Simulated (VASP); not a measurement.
Crystal: Cs.

```xyz
2
Lattice="5.5663 0.0000 0.0000 -2.7832 4.8206 0.0000 0.0000 0.0000 9.2585" Properties=species:S:1:pos:R:3 pbc="T T T"
Cs    2.7832    1.6069    6.9439
Cs    0.0000    3.2137    2.3146
```

This isn't the form of Cs at room conditions, which is bcc.

| Quantity | Value |
| --- | --- |
| Program | VASP 6.6.1 |
| Task | relaxation of cell and atoms |
| Functional | PBEsol |
| Potentials or basis | VASP PAW PBE potentials, release 64 (Cs_sv) |
| Cutoff | 600 eV |
| k mesh | 6 × 6 × 3 |
| Occupations | fermi-dirac, width 0.05 eV |
| Spin | no spin polarisation |

At the start: pressure -0.2 GPa; volume 124.22 Å³/atom.

Q: How do energy, volume and symmetry change on relaxing?

A: Over 7 steps the energy falls by 10.3 meV/atom and the volume is 110.12 Å³/atom (-11.4 %); space group P6_3/mmc (No. 194, to 0.1 Å) before and after.

Step by step:
```
step  energy change (eV)  largest force (eV/Å)  pressure (GPa)  volume (Å³)
   1              0.0000                0.0000           -0.20       248.43
   2             -0.0066                0.0000           -0.17       242.88
   3             -0.0188                0.0000           -0.05       226.71
   4             -0.0201                0.0000            0.01       219.40
   5             -0.0201                0.0000            0.00       219.96
   6             -0.0202                0.0000            0.01       220.03
   7             -0.0205                0.0000            0.00       220.23
```

Final structure:
```
Cs
1.0
     5.39921    0.00000    0.00000
    -2.69960    4.67585    0.00000
     0.00000    0.00000    8.72350
Cs
2
Direct
  0.66667 0.33333 0.75000
  0.33333 0.66667 0.25000
```

Caveat: the PAW data sets were made with another functional, which shifts forces and pressure a little.
